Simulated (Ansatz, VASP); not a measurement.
## Two plane-wave programs on Cu

```xyz
3
Lattice="4.1760 0.0000 0.0000 -2.0880 3.6165 0.0000 0.0000 0.0000 2.5088" Properties=species:S:1:pos:R:3 pbc="T T T"
Cu    0.0000    0.0000    0.0000
Cu    0.0000    2.4110    1.2544
Cu    2.0880    1.2055    1.2544
```

Alike in both runs: functional RPBE; k mesh 9 × 9 × 13; occupations fermi-dirac, width 0.1 eV; no spin polarisation.

Ansatz relaxed the structure, and its values are those at the end. VASP's run is a single point on that final structure, the one shown.

|  | VASP | Ansatz |
| --- | --- | --- |
| version | VASP 6.6.1 | Ansatz 0.2.0 |
| potentials or method | VASP PAW PBE potentials, release 64 (Cu), cutoff 520 eV | plane waves (420 eV) with PAW, scalar-relativistic |
| valence electrons in the cell | 33 | 57 |

Ansatz gave:

| Quantity | Value |
| --- | --- |
| pressure (GPa) | 0.0 |

Which values does VASP return?

Pressure (GPa): 0.6.

VASP's potentials were made for PBE, not for RPBE. VASP's potentials hold 33 valence electrons a cell and Ansatz's 57, so a difference there can come from the potentials and not from the codes.
